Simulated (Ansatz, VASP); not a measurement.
Two plane-wave programs on BAuI4

INCAR

```
SYSTEM = BAuI4
PREC = Accurate
ENCUT = 520
EDIFF = 1E-6
ISMEAR = 0
SIGMA = 0.1
LREAL = .False.
LASPH = .True.
NELM = 60
ALGO = Normal
ISIF = 2
LWAVE = .False.
LCHARG = .False.
GGA = PE
NBANDS = 30
```

The input KPOINTS:

```
Automatic mesh
0
Gamma
  4 4 4
  0 0 0
```

Contents of POSCAR:

```
BAuI4
1.0
    0.0000000000      4.6211673300      4.6211673300
    4.6211673300      0.0000000000      4.6211673300
    4.6211673300      4.6211673300      0.0000000000
B Au I
1 1 4
Direct
    0.7500000000      0.7500000000      0.7500000000
    0.0000000000      0.0000000000      0.0000000000
    0.8765038300      0.3744987200      0.3744987200
    0.3744987200      0.3744987200      0.3744987200
    0.3744987200      0.8765038300      0.3744987200
    0.3744987200      0.3744987200      0.8765038300
```

Input for Ansatz:

```yaml
crystal:
  lattice:
    - [0.0, 4.62116733, 4.62116733]
    - [4.62116733, 0.0, 4.62116733]
    - [4.62116733, 4.62116733, 0.0]
  atoms:
    - { symbol: B, position: [0.75, 0.75, 0.75] }
    - { symbol: Au, position: [0.0, 0.0, 0.0] }
    - { symbol: I, position: [0.87650383, 0.37449872, 0.37449872] }
    - { symbol: I, position: [0.37449872, 0.37449872, 0.37449872] }
    - { symbol: I, position: [0.37449872, 0.87650383, 0.37449872] }
    - { symbol: I, position: [0.37449872, 0.37449872, 0.87650383] }
basis:
  ecutwfc: 420
kpoints:
  mp_grid: { grid: [4, 4, 4] }
hamiltonian:
  xc: pbe
scf:
  occupations: { method: gaussian, width: 0.1 }
  lower_state_search: "off"
output:
  forces: true
  stress: true
  eigenvalues: true
```

Change from the starting cell: species swapped into the ZrCu4Ag type (F-43m, No. 216).

Alike in both runs: task single point; functional PBE; k mesh 4 × 4 × 4; occupations gaussian, width 0.1 eV; no spin polarisation.

```csv
,VASP,Ansatz
version,VASP 6.6.1,Ansatz 0.2.0
potentials or method,"VASP PAW PBE potentials, release 64 (B, Au, I), cutoff 520 eV","scalar-relativistic, plane waves, PAW"
valence electrons in the cell,42,90
```

|  | VASP | Ansatz | Ansatz less VASP |
| --- | --- | --- | --- |
| gap on the k mesh at the Fermi level (eV) | none | none | - |
| pressure (GPa) | 2.0 | 2.1 | +0.05 |
| rms of the force components (eV/Å) | 0.089 | 0.088 | -0.0011 |

Atom by atom the forces differ by 0.001 eV/Å (rms over components). A gap of «none» marks a metal or a gap that the smearing closes. With one functional, cell and mesh, what is left measures potentials, basis and numerics. VASP's potentials hold 42 valence electrons a cell and Ansatz's 90, so a difference there can come from the potentials and not from the codes.

Neither program's run includes spin-orbit coupling.
